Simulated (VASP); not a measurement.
Input of a VASP 6.6.1 run:

File INCAR:

```
  PREC = Accurate
  ENCUT = 520
  EDIFF = 1E-6
  ISMEAR = 1
  SIGMA = 0.1
  LREAL = False
  LASPH = True
  NELM = 60
  ALGO = Normal
  ISIF = 2
  LWAVE = False
  LCHARG = False
  GGA = PS
  NBANDS = 18
```

KPOINTS

```
regular mesh
0
Gamma
  8 8 5
```

The input POSCAR:

```
Au
1.0
    2.8683389119      0.0000000000      0.0000000000
   -1.4341694560      2.4840543644      0.0000000000
    0.0000000000      0.0000000000      4.7861098649
Au
2
Direct
    0.3333333333      0.6666666667      0.7500000000
    0.6666666667      0.3333333333      0.2500000000
```

Potentials or basis: VASP PAW PBE potentials, release 64 (Au).

The run is started by

```sh
$ cat potpaw_PBE.64/Au/POTCAR > POTCAR
$ mpirun -np 1 vasp_std > vasp.out
```

Q: Estimate the pressure.

A: -0.2 GPa.

Q: What does it give for the band gap on the k mesh?

A: Zero (band 11 reaches 12.12 eV, above the bottom of band 12 at 6.81 eV).

Stress tensor (GPa, compression positive):
```
-0.11  0.00  0.00
 0.00 -0.11  0.00
 0.00  0.00 -0.36
```

Caveat: the PAW data sets were made with another functional, which shifts forces and pressure a little; spin-orbit coupling is left out, which moves the levels of the heavy elements.
